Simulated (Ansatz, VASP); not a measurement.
# LiH in VASP and in Ansatz

Contents of POSCAR:

```
LiH
1.0
    0.0000000000      2.0502388037      2.0502388037
    2.0502388037      0.0000000000      2.0502388037
    2.0502388037      2.0502388037      0.0000000000
Li H
1 1
Direct
    0.0000000000      0.0000000000      0.0000000000
    0.5000000000      0.5000000000      0.5000000000
```

Contents of INCAR.step1:

```
PREC = Accurate ; ENCUT = 520
ISMEAR = -1 ; SIGMA = 0.05
LREAL = F ; LASPH = T
NELM = 80 ; NBANDS = 9
GGA = PE ; ALGO = Normal
EDIFF = 1E-4 ; LWAVE = T
LCHARG = F
```

The input INCAR.step2:

```
PREC = Accurate ; ENCUT = 520
EDIFF = 1E-6 ; ISMEAR = -1
SIGMA = 0.05 ; LREAL = F
LASPH = T ; NELM = 80
ALGO = Normal ; ISIF = 2
LWAVE = F ; LCHARG = F
METAGGA = R2SCAN ; LMIXTAU = T
NBANDS = 9 ; ISTART = 1
```

The input KPOINTS:

```
regular mesh
0
Gamma
  11 11 11
```

input.yaml

```yaml
crystal:
  lattice:
    - [0.0, 2.0502388037, 2.0502388037]
    - [2.0502388037, 0.0, 2.0502388037]
    - [2.0502388037, 2.0502388037, 0.0]
  atoms:
    - { symbol: Li, position: [0.0, 0.0, 0.0] }
    - { symbol: H, position: [0.5, 0.5, 0.5] }
hamiltonian:
  xc: r2scan
  pseudopotentials: { kind: paw }
kpoints:
  mp_grid: { grid: [11, 11, 11] }
scf:
  occupations: { method: fermi_dirac, width: 0.05 }
output:
  forces: true
  stress: true
  eigenvalues: true
```

Alike in both runs: task single point; functional r2SCAN; k mesh 11 × 11 × 11; occupations fermi-dirac, width 0.05 eV; no spin polarisation.

|  | VASP | Ansatz |
| --- | --- | --- |
| version | VASP 6.6.1 | Ansatz 0.2.0 |
| potentials or method | VASP PAW PBE potentials, release 64 (Li_sv, H) | Ansatz PAW |
| plane-wave cutoff (eV) | 520 | 500 |
| valence electrons in the cell | 4 | 4 |

Ansatz gave:

```
gap on the k mesh at the Fermi level (eV) : 3.86
least direct gap on the mesh (eV)         : 3.86
```

Estimate VASP's values.

gap on the k mesh at the Fermi level (eV): 3.81; least direct gap on the mesh (eV): 3.81.

VASP's potentials were made for PBE, not for r2SCAN. With one functional, cell and mesh, what is left measures potentials, basis and numerics.

Noted on VASP's run: the cutoff is short for stress, so the pressure is rough. Noted on Ansatz's run: odd divisions of the mesh miss points on the zone boundary, where band edges often lie, so the gap on the mesh can be too wide.
